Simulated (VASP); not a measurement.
# SiC (F-43m) in VASP: a series of runs

Runs on SiC. Level: PBE. Tasks: single point.

Everything below comes from runs of VASP 6.6.1. Logs are shortened: lines on timing, memory, paths and dates and some standing lists are left out, and cuts for length are marked.

## Step 1: The cell of the first run

Symmetry: F-43m, No. 216, cubic system. Conventional cell: a = 4.356 Å, b = 4.356 Å, c = 4.356 Å, α = 90.00°, β = 90.00°, γ = 90.00°. Within 2.5 Å of Si (site symmetry -43m) lie 4 C at 1.89 Å. Within 2.5 Å of C (site symmetry -43m) lie 4 Si at 1.89 Å.

## Step 2: Single point, PBE

The input, INCAR:

```
ALGO = Normal ; EDIFF = 1E-7
ENCUT = 520 ; GGA = PE
ISIF = 2 ; ISMEAR = 0
LASPH = True ; LCHARG = False
LREAL = False ; LWAVE = False
NBANDS = 11 ; NELM = 100
PREC = Accurate ; SIGMA = 0.01
```

The input, KPOINTS:

```
k-points
0
Gamma
  6 6 6
```

The input, POSCAR:

```
SiC
1.0
    0.0000000000      2.1780523525      2.1780523525
    2.1780523525      0.0000000000      2.1780523525
    2.1780523525      2.1780523525      0.0000000000
Si C
1 1
Direct
    0.0000000000      0.0000000000      0.0000000000
    0.2500000000      0.2500000000      0.2500000000
```

Potentials or basis: VASP PAW PBE potentials, release 64 (Si, C).

Command:

```console
cat potpaw_PBE.64/Si/POTCAR potpaw_PBE.64/C/POTCAR > POTCAR
mpirun -np 1 vasp_std > vasp.out
```

OUTCAR:

```text
EDIFF = 1E-7
   ENCUT = 520
   GGA = PE
   ISIF = 2
   ISMEAR = 0
   LASPH = True
   LREAL = False
   NELM = 100
   PREC = Accurate

 ion  position               nearest neighbor table
   1  0.000  0.000  0.000-   2 1.89   2 1.89   2 1.89   2 1.89
   2  0.250  0.250  0.250-   1 1.89   1 1.89   1 1.89   1 1.89

  LATTYP: Found a face centered cubic cell.
 ALAT       =     4.3561047050

  Lattice vectors:

 A1 = (   0.0000000000,   2.1780523525,   2.1780523525)
 A2 = (   2.1780523525,   0.0000000000,   2.1780523525)
 A3 = (   2.1780523525,   2.1780523525,   0.0000000000)

Analysis of symmetry for initial positions (statically):
=====================================================================
 Subroutine PRICEL returns:
 Original cell was already a primitive cell.

 Routine SETGRP: Setting up the symmetry group for a
 face centered cubic supercell.

 Subroutine GETGRP returns: Found 24 space group operations
 (whereof 24 operations were pure point group operations)
 out of a pool of 48 trial point group operations.

The static configuration has the point symmetry T_d .

Analysis of symmetry for dynamics (positions and initial velocities):
=====================================================================
 Subroutine PRICEL returns:
 Original cell was already a primitive cell.

 Routine SETGRP: Setting up the symmetry group for a
 face centered cubic supercell.

 Subroutine GETGRP returns: Found 24 space group operations
 (whereof 24 operations were pure point group operations)
 out of a pool of 48 trial point group operations.

The dynamic configuration has the point symmetry T_d .

 Subroutine INISYM returns: Found 24 space group operations
 (whereof 24 operations are pure point group operations),
 and found     1 'primitive' translations

----------------------------------------------------------------------------------------

                                     Primitive cell

  volume of cell :      20.6650

  direct lattice vectors                    reciprocal lattice vectors
     0.000000000  2.178052352  2.178052352    -0.229562893  0.229562893  0.229562893
     2.178052352  0.000000000  2.178052352     0.229562893 -0.229562893  0.229562893
     2.178052352  2.178052352  0.000000000     0.229562893  0.229562893 -0.229562893

  length of vectors
     3.080231176  3.080231176  3.080231176     0.397614595  0.397614595  0.397614595

  position of ions in fractional coordinates (direct lattice)
     0.000000000  0.000000000  0.000000000
     0.250000000  0.250000000  0.250000000

  ion indices of the primitive-cell ions
   primitive index   ion index
                 1           1
                 2           2

----------------------------------------------------------------------------------------

 KPOINTS: k-points

Automatic generation of k-mesh.
 Grid dimensions read from file:
 generate k-points for:    6    6    6

 Generating k-lattice:

  Cartesian coordinates                     Fractional coordinates (reciprocal lattice)
    -0.038260482  0.038260482  0.038260482     0.166666667  0.000000000  0.000000000
     0.038260482 -0.038260482  0.038260482     0.000000000  0.166666667  0.000000000
     0.038260482  0.038260482 -0.038260482     0.000000000  0.000000000  0.166666667

  Length of vectors
     0.066269099  0.066269099  0.066269099

  Shift w.r.t. Gamma in fractional coordinates (k-lattice)
     0.000000000  0.000000000  0.000000000

 Subroutine IBZKPT returns following result:
 ===========================================

 Found     16 irreducible k-points:

 Following reciprocal coordinates:
            Coordinates               Weight
  0.000000  0.000000  0.000000      1.000000
  0.166667  0.000000  0.000000      8.000000
  0.333333  0.000000  0.000000      8.000000
  0.500000  0.000000  0.000000      4.000000
  0.166667  0.166667  0.000000      6.000000
  0.333333  0.166667  0.000000     24.000000
[... 8 lines left out ...]
 -0.333333  0.333333  0.166667     24.000000
 -0.333333  0.500000  0.166667     12.000000
   k-points           NKPTS =     16   k-points in BZ     NKDIM =     16   number of bands    NBANDS=     11
   number of dos      NEDOS =    301   number of ions     NIONS =      2
   total plane-waves  NPLWV =  13824
   dimension x,y,z NGX =    24 NGY =   24 NGZ =   24
   dimension x,y,z NGXF=    48 NGYF=   48 NGZF=   48
   ions per type =               1   1
   NGX,Y,Z   is equivalent  to a cutoff of  12.95, 12.95, 12.95 a.u.
   NGXF,Y,Z  is equivalent  to a cutoff of  25.91, 25.91, 25.91 a.u.
 SYSTEM =  unknown system
   PREC   = accura    normal or accurate (medium, high low for compatibility)
   ISTART =      0    job   : 0-new  1-cont  2-samecut
   ICHARG =      2    charge: 1-file 2-atom 10-const
   ISPIN  =      1    spin polarized calculation?
   LNONCOLLINEAR =      F non collinear calculations
   LSORBIT =      F    spin-orbit coupling
   LASPH  =      T    aspherical Exc in radial PAW
   ENCUT  =  520.0 eV  38.22 Ry    6.18 a.u.   5.73  5.73  5.73*2*pi/ulx,y,z
   NELM   =    100;   NELMIN=  2; NELMDL= -5     # of ELM steps
   EDIFF  = 0.1E-06   stopping-criterion for ELM
   LREAL  =      F    real-space projection
   EDIFFG = 0.1E-05   stopping-criterion for IOM
   NSW    =      0    number of steps for IOM
   IBRION =     -1    ionic relax: 0-MD 1-quasi-New 2-CG
   NFREE  =      0    steps in history (QN), initial steepest desc. (CG)
   ISIF   =      2    stress and relaxation
   ISYM   =      2    0-nonsym 1-usesym 2-fastsym
   POTIM  = 0.5000    time-step for ionic-motion
   TEBEG  =    0.0;   TEEND  =   0.0 temperature during run
   PSTRESS=    0.0 pullay stress
   NELECT =       8.0000    total number of electrons
   NUPDOWN=      -1.0000    fix difference up-down
   EMIN   =  10.00;   EMAX   =-10.00  energy-range for DOS
   EFERMI =   0.00;   METHOD = LEGACY
   ISMEAR =     0;   SIGMA  =   0.01  broadening in eV -4-tet -1-fermi 0-gaus
   EFERMI_NEDOS =   21; number of points for ismear=-14 and -15
   IALGO  =     38    algorithm
   IMIX   =      4    mixing-type and parameters
     AMIX     =   0.40;   BMIX     =  1.00
     AMIX_MAG =   1.60;   BMIX_MAG =  1.00
  volume/ion in A,a.u.               =      10.33        69.73
  Fermi-wavevector in a.u.,A,eV,Ry     =   1.193145  2.254717 19.369182  1.423595
  Thomas-Fermi vector in A             =   2.329166
   LORBIT       =      0    0 simple, 1 ext, 2 COOP (PROOUT), +10 PAW based schemes
   GGA     = PE    functional components
   LHFCALC =     F    Hartree Fock is set to
   AEXX    =    0.0000 exact exchange contribution
   IVDW    =     0    specifies the selected vdW correction
   LEPSILON=     F    determine dielectric tensor
   LRPA    =     F    only Hartree local field effects (RPA)
 non-spin polarized calculation
 Gauss-broadening in eV      SIGMA  =   0.01
  energy-cutoff  :      520.00
  volume of cell :       20.66
 maximum number of plane-waves:       568
   NGX = 11   NGY = 11   NGZ = 11

 number of electron       8.0000001 magnetization

 Free energy of the ion-electron system (eV)
  ---------------------------------------------------
  ext. energy  EPLUGINS =         0.00000000
  ---------------------------------------------------
  free energy    TOTEN  =       -15.04652198 eV

  energy without entropy =      -15.04652198  energy(sigma->0) =      -15.04652198

 E-fermi :   8.1813     XC(G=0): -11.3598

 val. band max:        8.1291486879   @ k =   0.0000   0.0000   0.0000
 cond. band min:       9.4788431381   @ k =   0.5000   0.5000   0.0000
 fundamental gap:      1.3496944502
 Fermi energy:         8.1813094868

 k-point     1 :       0.0000    0.0000    0.0000
  band No.  band energies     occupation
      1      -7.2877      2.00000
      2       8.1291      2.00000
      3       8.1291      2.00000
      4       8.1291      2.00000
      5      14.3772      0.00000
      6      15.4392      0.00000
      7      15.4392      0.00000
      8      15.4392      0.00000
      9      22.6369      0.00000
     10      22.6369      0.00000
     11      24.6248      0.00000

 k-point     2 :       0.1667    0.0000    0.0000
  band No.  band energies     occupation
      1      -6.7479      2.00000
      2       5.7568      2.00000
      3       7.7990      2.00000
      4       7.7990      2.00000
      5      14.4808      0.00000
      6      15.9578      0.00000
      7      15.9578      0.00000
      8      16.4923      0.00000
      9      21.1028      0.00000
     10      21.1028      0.00000
     11      23.8010      0.00000

 k-point     3 :       0.3333    0.0000    0.0000
  band No.  band energies     occupation
      1      -5.2193      2.00000
      2       1.9484      2.00000
      3       7.2849      2.00000
      4       7.2849      2.00000
      5      13.8233      0.00000
      6      15.7731      0.00000
      7      15.7731      0.00000
      8      18.0554      0.00000
      9      22.4131      0.00000
     10      22.4131      0.00000
     11      23.4009      0.00000

 k-point     4 :       0.5000    0.0000    0.0000
  band No.  band energies     occupation
      1      -3.7152      2.00000
      2      -0.4166      2.00000
      3       7.0764      2.00000
      4       7.0764      2.00000
      5      13.5712      0.00000
      6      15.3551      0.00000
      7      15.3551      0.00000
      8      18.1881      0.00000
      9      24.3413      0.00000
     10      25.3709      0.00000
     11      25.3709      0.00000

 k-point     5 :       0.1667    0.1667    0.0000
  band No.  band energies     occupation
      1      -6.5675      2.00000
      2       6.3344      2.00000
      3       7.0201      2.00000
      4       7.0201      2.00000
      5      13.6732      0.00000
      6      15.4819      0.00000
      7      17.1770      0.00000
      8      17.1770      0.00000
      9      18.9698      0.00000
     10      23.4510      0.00000
     11      26.8591      0.00000
[... 99 lines left out ...]
 k-point    13 :       0.5000    0.5000    0.0000
  band No.  band energies     occupation
      1      -2.2617      2.00000
      2       0.3263      2.00000
      3       4.9394      2.00000
      4       4.9394      2.00000
      5       9.4788      0.00000
      6      12.4502      0.00000
      7      22.1765      0.00000
      8      22.1765      0.00000
      9      22.9346      0.00000
     10      28.2522      0.00000
     11      30.3147      0.00000

 k-point    14 :       0.5000    0.3333    0.1667
  band No.  band energies     occupation
      1      -3.9341      2.00000
      2       2.1723      2.00000
      3       4.0243      2.00000
      4       5.7077      2.00000
      5      13.0237      0.00000
      6      15.8833      0.00000
      7      16.7184      0.00000
      8      19.8146      0.00000
      9      21.4589      0.00000
     10      24.9351      0.00000
     11      28.7460      0.00000

 k-point    15 :      -0.3333    0.3333    0.1667
  band No.  band energies     occupation
      1      -2.6309      2.00000
      2       0.7491      2.00000
      3       3.4115      2.00000
      4       5.0052      2.00000
      5      13.2488      0.00000
      6      16.0259      0.00000
      7      18.4531      0.00000
      8      19.4241      0.00000
      9      21.0519      0.00000
     10      24.6049      0.00000
     11      29.3033      0.00000

 k-point    16 :      -0.3333    0.5000    0.1667
  band No.  band energies     occupation
      1      -2.0922      2.00000
      2       0.8368      2.00000
      3       3.6165      2.00000
      4       3.7407      2.00000
      5      12.1189      0.00000
      6      15.2243      0.00000
      7      18.9701      0.00000
      8      20.3498      0.00000
      9      22.3250      0.00000
     10      25.8532      0.00000
     11      29.2921      0.00000

------------------------ aborting loop because EDIFF is reached ----------------------------------------

  FORCE on cell =-STRESS in cart. coord.  units (eV):
  Direction    XX          YY          ZZ          XY          YZ          ZX
  --------------------------------------------------------------------------------------
  -------------------------------------------------------------------------------------
  Total        0.4572696      0.4572696      0.4572696     -0.0000000     -0.0000000     -0.0000000
  in kB       35.4525920     35.4525920     35.4525920     -0.0000000     -0.0000000     -0.0000000
  external PRESSURE =      35.4525920 kB  Pullay stress =       0.0000000 kB

 VOLUME and BASIS-vectors are now :
 -----------------------------------------------------------------------------
  energy-cutoff  :      520.00
  volume of cell :       20.66
      direct lattice vectors                 reciprocal lattice vectors
     0.000000000  2.178052352  2.178052352    -0.229562893  0.229562893  0.229562893
     2.178052352  0.000000000  2.178052352     0.229562893 -0.229562893  0.229562893
     2.178052352  2.178052352  0.000000000     0.229562893  0.229562893 -0.229562893

 POSITION                                       TOTAL-FORCE (eV/Angst)
 -----------------------------------------------------------------------------------
      0.00000      0.00000      0.00000         0.000000      0.000000      0.000000
      1.08903      1.08903      1.08903        -0.000000     -0.000000     -0.000000
 -----------------------------------------------------------------------------------
    total drift:                                0.000000      0.000000      0.000000

  FREE ENERGIE OF THE ION-ELECTRON SYSTEM (eV)
  ---------------------------------------------------
  free  energy   TOTEN  =       -15.0465219833 eV

  energy  without entropy=      -15.0465219833  energy(sigma->0) =      -15.04652198
```

Wall time 11 s (1 thread of AMD EPYC 7R13, shared host); peak memory 0.1 GiB.

Results:

- Free energy: -15.0465 eV
- Pressure: 3.5 GPa
- Band gap on the k mesh: 1.35 eV, indirect (least direct gap 4.54 eV)

A k mesh can miss the band edges. Expect the measured gap to be larger: semilocal functionals such as PBE lack the derivative discontinuity.

## Step 3: Single point, PBE

This run uses another cell than the first one, of 10.50 Å³/atom, 1.016 times its volume.

The input, INCAR:

```
PREC = Accurate
ENCUT = 520
EDIFF = 1E-7
ISMEAR = -1
SIGMA = 0.02
LREAL = F
LASPH = T
NELM = 100
ALGO = Normal
ISIF = 2
LWAVE = F
LCHARG = T
GGA = PE
LELF = T
LVHAR = T
NBANDS = 11
```

The input, KPOINTS:

```
Automatic mesh
0
Gamma
  10 10 10
```

The input, POSCAR:

```
SiC
1.0
    0.0000000000      2.1897788165      2.1897788165
    2.1897788165      0.0000000000      2.1897788165
    2.1897788165      2.1897788165      0.0000000000
Si C
1 1
Direct
    0.0000000000      0.0000000000      0.0000000000
    0.2500000000      0.2500000000      0.2500000000
```

Potentials or basis: VASP PAW PBE potentials, release 64 (Si, C).

Command:

```console
cat potpaw_PBE.64/Si/POTCAR potpaw_PBE.64/C/POTCAR > POTCAR
mpirun -np 1 vasp_std > vasp.out
```

Run time: 22 s. Hardware: 1 thread of AMD EPYC 7R13, shared host; peak memory 0.11 GiB.

The run converged. Its results:

```
Free energy            : -15.0608 eV
Pressure               : 0.0 GPa
Band gap on the k mesh : 1.37 eV, indirect (least direct gap 4.53 eV)
```

Levels at points of the mesh, in eV from the valence-band top:
| k point | band 1 | band 2 | band 3 | band 4 | band 5 | band 6 | band 7 | band 8 |
| --- | --- | --- | --- | --- | --- | --- | --- | --- |
| (0.00, 0.00, 0.00) | -15.29 | 0.00 | 0.00 | 0.00 | 6.06 | 7.21 | 7.21 | 7.21 |
| (0.50, 0.00, 0.00) | -11.78 | -8.45 | -1.05 | -1.05 | 5.30 | 7.17 | 7.17 | 9.97 |
| (0.50, 0.50, 0.00) | -10.34 | -7.75 | -3.16 | -3.16 | 1.37 | 4.27 | 13.86 | 13.86 |

## Step 4: Single point, PBE

The input, INCAR:

```
ALGO = Normal
EDIFF = 1E-7
ENCUT = 520
GGA = PE
ISIF = 2
ISMEAR = -1
LASPH = True
LCHARG = False
LREAL = False
LWAVE = False
NBANDS = 11
NELM = 100
PREC = Accurate
SIGMA = 0.02
```

The input, KPOINTS:

```
k-points
0
Gamma
  10 10 10
```

The input, POSCAR:

```
SiC
1.0
    0.0000000000      2.1780523525      2.1780523525
    2.1780523525      0.0000000000      2.1780523525
    2.1780523525      2.1780523525      0.0000000000
Si C
1 1
Direct
    0.0000000000      0.0000000000      0.0000000000
    0.2500000000      0.2500000000      0.2500000000
```

Command:

```console
cat potpaw_PBE.64/Si/POTCAR potpaw_PBE.64/C/POTCAR > POTCAR
mpirun -np 1 vasp_std > vasp.out
```

Run time: 22 s. Hardware: 1 thread of AMD EPYC 7R13, shared host; peak memory 0.11 GiB.

Results (log left out):

```yaml
Free_energy: -15.0571 eV
Pressure: 3.5 GPa
Band_gap_on_the_k_mesh: 1.36 eV, indirect (least direct gap 4.54 eV)
```

Levels at points of the mesh, in eV from the valence-band top:
| k point | band 1 | band 2 | band 3 | band 4 | band 5 | band 6 | band 7 | band 8 | band 9 |
| --- | --- | --- | --- | --- | --- | --- | --- | --- | --- |
| (0.00, 0.00, 0.00) | -15.41 | 0.00 | 0.00 | 0.00 | 6.25 | 7.32 | 7.32 | 7.32 | 14.51 |
| (0.50, 0.00, 0.00) | -11.84 | -8.54 | -1.05 | -1.05 | 5.45 | 7.23 | 7.23 | 10.06 | 16.21 |
| (0.50, 0.50, 0.00) | -10.39 | -7.80 | -3.19 | -3.19 | 1.36 | 4.33 | 14.05 | 14.05 | 14.80 |

## Step 5: The runs side by side

```tsv
cell	k mesh	smearing	gap on the mesh (eV)	pressure (GPa)
a = 3.080 Å, angles 60.0°, 2 atoms	6 × 6 × 6	gaussian 0.01 eV	1.35	3.5
a = 3.097 Å, angles 60.0°, 2 atoms	10 × 10 × 10	fermi-dirac 0.02 eV	1.37	0.0
a = 3.080 Å, angles 60.0°, 2 atoms	10 × 10 × 10	fermi-dirac 0.02 eV	1.36	3.5
```

Alike in all rows: task single point; level PBE; potentials or basis VASP PAW PBE potentials, release 64 (Si, C); no spin polarisation; cutoff (eV) 520.

Total energies depend on the potentials used, so only differences within one code and one set of settings carry meaning.
